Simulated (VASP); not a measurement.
# TaN in VASP: further runs

Runs on TaN. Level: PBEsol. Tasks: single point.

All numbers are computed with VASP 6.6.1; they aren't measurements. Logs are shortened: lines on timing, memory, paths and dates and some standing lists are left out, and cuts for length are marked.

## 1. The cell of the first run

The structure is monoclinic, space group P2_1 (No. 4). The conventional cell has a = 3.168 Å, b = 5.228 Å, c = 3.178 Å, α = 90.00°, β = 119.44°, γ = 90.00°. Ta (site symmetry 1) has 4 N at 1.91 to 2.03 Å within 2.5 Å. Within 2.5 Å of N (site symmetry 1) lie 4 Ta at 1.91 to 2.03 Å.

## 2. Single point, PBEsol (strained and its atoms moved)

File INCAR:

```
SYSTEM = TaN
  PREC = Accurate
  ENCUT = 520
  EDIFF = 1E-6
  ISMEAR = 0
  SIGMA = 0.1
  LREAL = .FALSE.
  LASPH = .TRUE.
  NELM = 60
  ALGO = Normal
  ISIF = 2
  LWAVE = .FALSE.
  LCHARG = .TRUE.
  GGA = PS
  LELF = .TRUE.
  LVHAR = .TRUE.
  NBANDS = 24
```

File KPOINTS:

```
regular mesh
0
G
  14 14 8
  0 0 0
```

File POSCAR:

```
TaN
1.0
    3.1682191328      0.0125660045      0.0000000000
   -1.5732270873      2.7615910366      0.0000000000
    0.0000000000      0.0000000000      5.2281502000
Ta N
2 2
Direct
    0.3356678416      0.6729198831     -0.0011568627
    0.6643321584      0.3270801169      0.4988431373
    0.3239092207      0.6714366759      0.3861568627
    0.6760907793      0.3285633241      0.8861568627
```

Potentials or basis: VASP PAW PBE potentials, release 64 (Ta_pv, N).

Launch:

```bash
cat potpaw_PBE.64/Ta_pv/POTCAR potpaw_PBE.64/N/POTCAR > POTCAR
mpirun -np 1 vasp_std > vasp.out
```

OUTCAR:

```text
SYSTEM = TaN
   PREC = Accurate
   ENCUT = 520
   EDIFF = 1E-6
   ISMEAR = 0
   LREAL = .FALSE.
   LASPH = .TRUE.
   NELM = 60
   ISIF = 2
   GGA = PS

 ion  position               nearest neighbor table
   1  0.336  0.673  0.999-   4 1.91   4 1.91   4 1.97   3 2.03   2 3.18   2 3.18   2 3.20   2 3.20
                             2 3.20   2 3.20
   2  0.664  0.327  0.499-   3 1.91   3 1.91   3 1.97   4 2.03   1 3.18   1 3.18   1 3.20   1 3.20
                             1 3.20   1 3.20
   3  0.324  0.671  0.386-   2 1.91   2 1.91   2 1.97   1 2.03
   4  0.676  0.329  0.886-   1 1.91   1 1.91   1 1.97   2 2.03

  LATTYP: Found a simple monoclinic cell.
 ALAT       =     3.1682440528
 B/A-ratio  =     1.6501728127
 C/A-ratio  =     1.0031659189
 COS(beta)  =    -0.4915439531

  Lattice vectors:

 A1 = (   3.1682191328,   0.0125660045,   0.0000000000)
 A2 = (   0.0000000000,   0.0000000000,  -5.2281502000)
 A3 = (  -1.5732270873,   2.7615910366,   0.0000000000)

Analysis of symmetry for initial positions (statically):
=====================================================================
 Subroutine PRICEL returns:
 Original cell was already a primitive cell.

 Routine SETGRP: Setting up the symmetry group for a
 simple monoclinic supercell.

 Subroutine GETGRP returns: Found  2 space group operations
 (whereof  1 operations were pure point group operations)
 out of a pool of  4 trial point group operations.

The static configuration has the point symmetry C_1 .
 The point group associated with its full space group is C_2 .

Analysis of symmetry for dynamics (positions and initial velocities):
=====================================================================
 Subroutine PRICEL returns:
 Original cell was already a primitive cell.

 Routine SETGRP: Setting up the symmetry group for a
 simple monoclinic supercell.

 Subroutine GETGRP returns: Found  2 space group operations
 (whereof  1 operations were pure point group operations)
 out of a pool of  4 trial point group operations.

The dynamic configuration has the point symmetry C_1 .
 The point group associated with its full space group is C_2 .

 Subroutine INISYM returns: Found  2 space group operations
 (whereof  1 operations are pure point group operations),
 and found     1 'primitive' translations

----------------------------------------------------------------------------------------

                                     Primitive cell

  volume of cell :      45.8461

  direct lattice vectors                    reciprocal lattice vectors
     3.168219133  0.012566005  0.000000000     0.314923161  0.179405872  0.000000000
    -1.573227087  2.761591037  0.000000000    -0.001432988  0.361293751  0.000000000
     0.000000000  0.000000000  5.228150200     0.000000000  0.000000000  0.191272240

  length of vectors
     3.168244053  3.178274457  5.228150200     0.362440429  0.361296593  0.191272240

  position of ions in fractional coordinates (direct lattice)
     0.335667842  0.672919883  0.998843137
     0.664332158  0.327080117  0.498843137
     0.323909221  0.671436676  0.386156863
     0.676090779  0.328563324  0.886156863

  ion indices of the primitive-cell ions
   primitive index   ion index
                 1           1
                 2           2
                 3           3
                 4           4

----------------------------------------------------------------------------------------

 KPOINTS: regular mesh

Automatic generation of k-mesh.
 Grid dimensions read from file:
 generate k-points for:   14   14    8

 Generating k-lattice:

  Cartesian coordinates                     Fractional coordinates (reciprocal lattice)
     0.022494512  0.012814705  0.000000000     0.071428571 -0.000000000  0.000000000
    -0.000102356  0.025806697  0.000000000     0.000000000  0.071428571  0.000000000
     0.000000000  0.000000000  0.023909030     0.000000000  0.000000000  0.125000000

  Length of vectors
     0.025888602  0.025806900  0.023909030

  Shift w.r.t. Gamma in fractional coordinates (k-lattice)
     0.000000000  0.000000000  0.000000000

 Subroutine IBZKPT returns following result:
 ===========================================

 Found    500 irreducible k-points:

 Following reciprocal coordinates:
            Coordinates               Weight
  0.000000  0.000000  0.000000      1.000000
  0.071429 -0.000000  0.000000      2.000000
  0.142857  0.000000  0.000000      2.000000
  0.214286  0.000000  0.000000      2.000000
  0.285714 -0.000000  0.000000      2.000000
  0.357143 -0.000000  0.000000      2.000000
[... 16 lines left out ...]
  0.000000  0.142857  0.000000      2.000000
  0.071429  0.142857  0.000000      2.000000
 [... further k-points ...]
   k-points           NKPTS =    500   k-points in BZ     NKDIM =    500   number of bands    NBANDS=     24
   number of dos      NEDOS =    301   number of ions     NIONS =      4
   total plane-waves  NPLWV =  23040
[... 27 lines left out ...]
   NUPDOWN=      -1.0000    fix difference up-down
   EMIN   =  10.00;   EMAX   =-10.00  energy-range for DOS
   EFERMI =   0.00;   METHOD = LEGACY
   ISMEAR =     0;   SIGMA  =   0.10  broadening in eV -4-tet -1-fermi 0-gaus
   EFERMI_NEDOS =   21; number of points for ismear=-14 and -15
   IALGO  =     38    algorithm
   IMIX   =      4    mixing-type and parameters
     AMIX     =   0.40;   BMIX     =  1.00
     AMIX_MAG =   1.60;   BMIX_MAG =  1.00
  volume/ion in A,a.u.               =      11.46        77.35
  Fermi-wavevector in a.u.,A,eV,Ry     =   1.452191  2.744244 28.692783  2.108860
  Thomas-Fermi vector in A             =   2.569602
   LORBIT       =      0    0 simple, 1 ext, 2 COOP (PROOUT), +10 PAW based schemes
   GGA     = PS    functional components
   LHFCALC =     F    Hartree Fock is set to
   AEXX    =    0.0000 exact exchange contribution
   IVDW    =     0    specifies the selected vdW correction
   LEPSILON=     F    determine dielectric tensor
   LRPA    =     F    only Hartree local field effects (RPA)
 non-spin polarized calculation
 Gauss-broadening in eV      SIGMA  =   0.10
  energy-cutoff  :      520.00
  volume of cell :       45.85
 maximum number of plane-waves:      1256
   NGX = 11   NGY = 11   NGZ = 19

 number of electron      31.9999998 magnetization

 Free energy of the ion-electron system (eV)
  ---------------------------------------------------
  ext. energy  EPLUGINS =         0.00000000
  ---------------------------------------------------
  free energy    TOTEN  =       -43.89447418 eV

  energy without entropy =      -43.88573354  energy(sigma->0) =      -43.89010386

 E-fermi :   8.0473     XC(G=0): -12.9294

 val. band max:        8.0457481266   @ k =   0.0000   0.0714   0.2500
 cond. band min:       8.0488480043   @ k =  -0.1429   0.0714   0.3750
 fundamental gap:      0.0030998777
 Fermi energy:         8.0473037514

 k-point     1 :       0.0000    0.0000    0.0000
  band No.  band energies     occupation
      1     -27.7096      2.00000
      2     -27.1097      2.00000
      3     -27.0307      2.00000
      4     -26.9970      2.00000
      5     -26.9300      2.00000
      6     -26.9285      2.00000
[... 16 lines left out ...]
     23      13.8305      0.00000
     24      14.1605      0.00000

 k-point     2 :       0.0714   -0.0000    0.0000
  band No.  band energies     occupation
      1     -27.6986      2.00000
      2     -27.1363      2.00000
      3     -27.0501      2.00000
      4     -27.0242      2.00000
      5     -26.9408      2.00000
      6     -26.9335      2.00000
[... 16 lines left out ...]
     23      13.9118      0.00000
     24      14.1367      0.00000

 k-point     3 :       0.1429    0.0000    0.0000
  band No.  band energies     occupation
      1     -27.6676      2.00000
      2     -27.2187      2.00000
      3     -27.1283      2.00000
      4     -27.0752      2.00000
      5     -26.9629      2.00000
      6     -26.9470      2.00000
[... 16 lines left out ...]
     23      14.0389      0.00000
     24      14.6244      0.00000
[... 514 lines left out ...]
 k-point    23 :       0.0000    0.1429    0.0000
  band No.  band energies     occupation
      1     -27.6666      2.00000
      2     -27.2216      2.00000
      3     -27.1262      2.00000
      4     -27.0709      2.00000
      5     -26.9636      2.00000
      6     -26.9489      2.00000
[... 16 lines left out ...]
     23      14.0941      0.00000
     24      14.5914      0.00000

 k-point    24 :       0.0714    0.1429    0.0000
  band No.  band energies     occupation
      1     -27.6390      2.00000
      2     -27.2961      2.00000
      3     -27.2299      2.00000
      4     -27.0842      2.00000
      5     -26.9767      2.00000
      6     -26.9635      2.00000
[... 16 lines left out ...]
     23      14.0713      0.00000
     24      15.3317      0.00000

 [... further k-points ...]

------------------------ aborting loop because EDIFF is reached ----------------------------------------

  FORCE on cell =-STRESS in cart. coord.  units (eV):
  Direction    XX          YY          ZZ          XY          YZ          ZX
  --------------------------------------------------------------------------------------
  -------------------------------------------------------------------------------------
  Total       14.9860851     17.2731157     10.0340266      1.6079482      0.0000000      0.0000000
  in kB      523.7161403    603.6406059    350.6574042     56.1926894      0.0000000      0.0000000
  external PRESSURE =     492.6713835 kB  Pullay stress =       0.0000000 kB

 VOLUME and BASIS-vectors are now :
 -----------------------------------------------------------------------------
  energy-cutoff  :      520.00
  volume of cell :       45.85
      direct lattice vectors                 reciprocal lattice vectors
     3.168219133  0.012566005  0.000000000     0.314923161  0.179405872  0.000000000
    -1.573227087  2.761591037  0.000000000    -0.001432988  0.361293751  0.000000000
     0.000000000  0.000000000  5.228150200     0.000000000  0.000000000  0.191272240

 POSITION                                       TOTAL-FORCE (eV/Angst)
 -----------------------------------------------------------------------------------
      0.00481      1.86255      5.22210         0.582981     -0.466318      2.490912
      1.59018      0.91161      2.60803        -0.582981      0.466318      2.490912
     -0.03011      1.85830      2.01889         0.606718     -0.396718     -2.490912
      1.62510      0.91585      4.63296        -0.606718      0.396718     -2.490912
 -----------------------------------------------------------------------------------
    total drift:                                0.000000      0.000000     -0.000354

  FREE ENERGIE OF THE ION-ELECTRON SYSTEM (eV)
  ---------------------------------------------------
  free  energy   TOTEN  =       -43.8944741784 eV

  energy  without entropy=      -43.8857335365  energy(sigma->0) =      -43.89010386
```

Wall time 2.9 min (1 thread of Intel Xeon 6975P-C (Granite Rapids), shared host); peak memory 0.53 GiB.

Results:

```yaml
Free_energy: -43.8945 eV
Pressure: 49.3 GPa
Largest_force: 2.600 eV/Å
Band_gap_on_the_k_mesh: zero (band 16 reaches 8.94 eV, above the bottom of band 17 at 6.69 eV)
```

Forces in eV/Å, atoms in the order of the input:
```
Ta   0.583 -0.466  2.491
Ta  -0.583  0.466  2.491
N    0.607 -0.397 -2.491
N   -0.607  0.397 -2.491
```

Levels at points of the mesh, in eV from the Fermi level:
```tsv
k point	band 14	band 15	band 16	band 17	band 18	band 19
(0.00, 0.00, 0.00)	-7.06	-0.70	-0.59	-0.38	2.01	2.20
(0.50, 0.00, 0.00)	-4.94	-2.25	-0.94	0.10	1.29	1.55
(0.00, 0.50, 0.00)	-4.93	-2.29	-0.99	0.07	1.31	1.48
(0.50, 0.50, 0.00)	-5.07	-2.27	-0.64	0.77	1.18	1.91
(0.00, 0.00, 0.50)	-7.47	0.90	0.90	1.16	1.16	1.72
(0.50, 0.00, 0.50)	-5.80	-0.62	-0.62	1.56	1.56	2.13
(0.00, 0.50, 0.50)	-5.79	-0.65	-0.65	1.56	1.56	2.11
(0.50, 0.50, 0.50)	-6.00	-0.34	-0.34	1.84	1.84	1.94
```

Caveat: the cell differs from its parent crystal (strained and its atoms moved); the PAW data sets were made with another functional, which shifts forces and pressure a little; spin-orbit coupling is left out, which moves the levels of the heavy elements.

## 3. Single point, PBEsol (strained)

File INCAR:

```
ALGO = Normal ; EDIFF = 1E-7
ENCUT = 520 ; GGA = PS
ISIF = 2 ; ISMEAR = 0
LASPH = True ; LCHARG = False
LREAL = False ; LWAVE = False
NBANDS = 24 ; NELM = 80
PREC = Accurate ; SIGMA = 0.1
```

File KPOINTS:

```
k-points
0
Gamma
  15 15 8
```

File POSCAR:

```
TaN
1.0
    2.9451115530      0.0000000000      0.0000000000
   -1.4725557765      2.5505414219      0.0000000000
    0.0000000000      0.0000000000      5.2147134000
Ta N
2 2
Direct
    0.3333333333      0.6666666667     -0.0121457490
    0.6666666667      0.3333333333      0.4878542510
    0.3333333333      0.6666666667      0.3971457490
    0.6666666667      0.3333333333      0.8971457490
```

Potentials or basis: VASP PAW PBE potentials, release 64 (Ta_pv, N).

Launch:

```bash
cat potpaw_PBE.64/Ta_pv/POTCAR potpaw_PBE.64/N/POTCAR > POTCAR
mpirun -np 1 vasp_std > vasp.out
```

Wall time 51 s (1 thread of AMD EPYC 9R45 (Zen 5), shared host); peak memory 0.21 GiB.

Results (log left out):

```yaml
Free_energy: -37.7041 eV
Pressure: 167.0 GPa
Largest_force: 7.387 eV/Å
Band_gap_on_the_k_mesh: zero (band 16 reaches 11.22 eV, above the bottom of band 17 at 8.18 eV)
```

Forces on the atoms (eV/Å):
```
Ta   0.000  0.000  7.387
Ta   0.000  0.000  7.387
N    0.000  0.000 -7.387
N    0.000  0.000 -7.387
```

Stress tensor (GPa, compression positive):
```
216.07   0.00   0.00
  0.00 216.07   0.00
  0.00   0.00  68.87
```

Levels at points of the mesh, in eV from the Fermi level:
```csv
k point,band 13,band 14,band 15,band 16,band 17,band 18,band 19,band 20
"(0.00, 0.00, 0.00)",-8.73,-8.19,-0.64,-0.03,-0.03,2.78,2.78,3.70
"(0.00, 0.00, 0.50)",-9.07,-9.07,1.45,1.45,1.45,1.45,2.21,2.21
```

Caveat: the cell differs from its parent crystal (strained); the PAW data sets were made with another functional, which shifts forces and pressure a little; spin-orbit coupling is left out, which moves the levels of the heavy elements.

## 4. Single point, PBEsol (strained and its atoms moved)

File INCAR:

```
SYSTEM = TaN
PREC     = Accurate       ! precision mode
ENCUT    = 520            ! plane-wave cutoff, eV
EDIFF    = 1E-6           ! SCF threshold, eV
ISMEAR   = 0              ! smearing method
SIGMA    = 0.1            ! smearing width, eV
LREAL    = .False.        ! projectors in reciprocal space
LASPH    = .True.         ! aspherical terms in the spheres
NELM     = 80             ! most SCF steps
ALGO     = Normal         ! electronic algorithm
ISIF     = 2              ! what is computed and relaxed
LWAVE    = .False.        ! write WAVECAR
LCHARG   = .False.        ! write CHGCAR
GGA      = PS             ! functional
NBANDS   = 24             ! bands
```

File KPOINTS:

```
Automatic mesh
0
Gamma
  15 15 8
  0 0 0
```

File POSCAR:

```
TaN
1.0
    3.0203550799      0.0000000000      0.0000000000
   -1.5101775400      2.6157042277      0.0000000000
    0.0000000000      0.0000000000      5.1883832000
Ta N
2 2
Direct
    0.3333333333      0.6666666667     -0.0202429150
    0.6666666667      0.3333333333      0.4797570850
    0.3333333333      0.6666666667      0.4052429150
    0.6666666667      0.3333333333      0.9052429150
```

Launch:

```bash
cat potpaw_PBE.64/Ta_pv/POTCAR potpaw_PBE.64/N/POTCAR > POTCAR
mpirun -np 1 vasp_std > vasp.out
```

Run time: 44 s. Hardware: 1 thread of AMD EPYC 9R45 (Zen 5), shared host; peak memory 0.21 GiB.

Results (log left out):

```
Free energy            : -39.1185 eV
Pressure               : 135.0 GPa
Largest force          : 5.010 eV/Å
Band gap on the k mesh : zero (band 16 reaches 10.71 eV, above the bottom of band 17 at 8.04 eV)
```

Forces on the atoms (eV/Å):
```
Ta   0.000  0.000  5.010
Ta   0.000  0.000  5.010
N    0.000  0.000 -5.010
N    0.000  0.000 -5.010
```

Stress tensor (GPa, compression positive):
```
184.23   0.00   0.00
  0.00 184.23   0.00
  0.00   0.00  36.47
```

Levels at points of the mesh, in eV from the Fermi level:
```csv
k point,band 12,band 13,band 14,band 15,band 16,band 17,band 18,band 19,band 20,band 21
"(0.00, 0.00, 0.00)",-8.58,-7.82,-7.70,-1.04,-0.03,-0.03,2.75,2.75,3.04,4.38
"(0.00, 0.00, 0.50)",-8.84,-8.47,-8.47,1.47,1.47,1.47,1.47,2.23,2.23,4.52
```

Caveat: the cell differs from its parent crystal (strained and its atoms moved); the PAW data sets were made with another functional, which shifts forces and pressure a little; spin-orbit coupling is left out, which moves the levels of the heavy elements.

## 5. Single point, PBEsol (strained)

File INCAR:

```
SYSTEM = TaN
PREC = Accurate
ENCUT = 520
EDIFF = 1E-6
ISMEAR = 0
SIGMA = 0.1
LREAL = .False.
LASPH = .True.
NELM = 80
ALGO = Normal
ISIF = 2
LWAVE = .False.
LCHARG = .False.
GGA = PS
NBANDS = 24
```

File KPOINTS:

```
regular mesh
0
Gamma
  15 15 8
  0 0 0
```

File POSCAR:

```
TaN
1.0
    3.0236490811      0.0000000000      0.0000000000
   -1.5118245406      2.6185569164      0.0000000000
    0.0000000000      0.0000000000      5.3419184000
Ta N
2 2
Direct
    0.3333333333      0.6666666667     -0.0121457490
    0.6666666667      0.3333333333      0.4878542510
    0.3333333333      0.6666666667      0.3971457490
    0.6666666667      0.3333333333      0.8971457490
```

Launch:

```bash
cat potpaw_PBE.64/Ta_pv/POTCAR potpaw_PBE.64/N/POTCAR > POTCAR
mpirun -np 1 vasp_std > vasp.out
```

It took 49 s on 1 thread of AMD EPYC 9R45 (Zen 5), shared host; peak memory 0.22 GiB.

The run converged. Its results:

```
Free energy            : -40.4386 eV
Pressure               : 111.1 GPa
Largest force          : 5.865 eV/Å
Band gap on the k mesh : zero (band 16 reaches 10.25 eV, above the bottom of band 17 at 7.48 eV)
```

Forces on the atoms (eV/Å):
```
Ta   0.000  0.000  5.865
Ta   0.000  0.000  5.865
N    0.000  0.000 -5.865
N    0.000  0.000 -5.865
```

Stress tensor (GPa, compression positive):
```
147.25   0.00   0.00
  0.00 147.25   0.00
  0.00   0.00  38.86
```

Levels at points of the mesh, in eV from the Fermi level:
```
           k point  band 12  band 13  band 14  band 15  band 16  band 17  band 18  band 19  band 20  band 21
(0.00, 0.00, 0.00)    -8.25    -8.10    -7.98    -0.76     0.00     0.00     2.52     2.52     3.62     3.73
(0.00, 0.00, 0.50)    -8.51    -8.51    -8.51     1.33     1.33     1.33     1.33     2.01     2.01     4.76
```

Caveat: the cell differs from its parent crystal (strained); the PAW data sets were made with another functional, which shifts forces and pressure a little; spin-orbit coupling is left out, which moves the levels of the heavy elements.

## 6. Overview

```tsv
cell	k mesh	gap on the mesh (eV)	pressure (GPa)	largest force (eV/Å)
a = 3.168, b = 3.178, c = 5.228 Å, angles 90.0, 90.0, 119.4°, 4 atoms	14 × 14 × 8	none	49.3	2.60
a = 2.945, b = 2.945, c = 5.215 Å, angles 90.0, 90.0, 120.0°, 4 atoms	15 × 15 × 8	none	167.0	7.39
a = 3.020, b = 3.020, c = 5.188 Å, angles 90.0, 90.0, 120.0°, 4 atoms	15 × 15 × 8	none	135.0	5.01
a = 3.024, b = 3.024, c = 5.342 Å, angles 90.0, 90.0, 120.0°, 4 atoms	15 × 15 × 8	none	111.1	5.86
```

Alike in all rows: task single point; level PBEsol; potentials or basis VASP PAW PBE potentials, release 64 (Ta_pv, N); no spin polarisation; cutoff (eV) 520; smearing gaussian 0.1 eV.

Caveats: the PAW data sets were made with another functional, which shifts forces and pressure a little; spin-orbit coupling is left out, which moves the levels of the heavy elements.

Absolute energies hang on the potentials; compare differences alone.
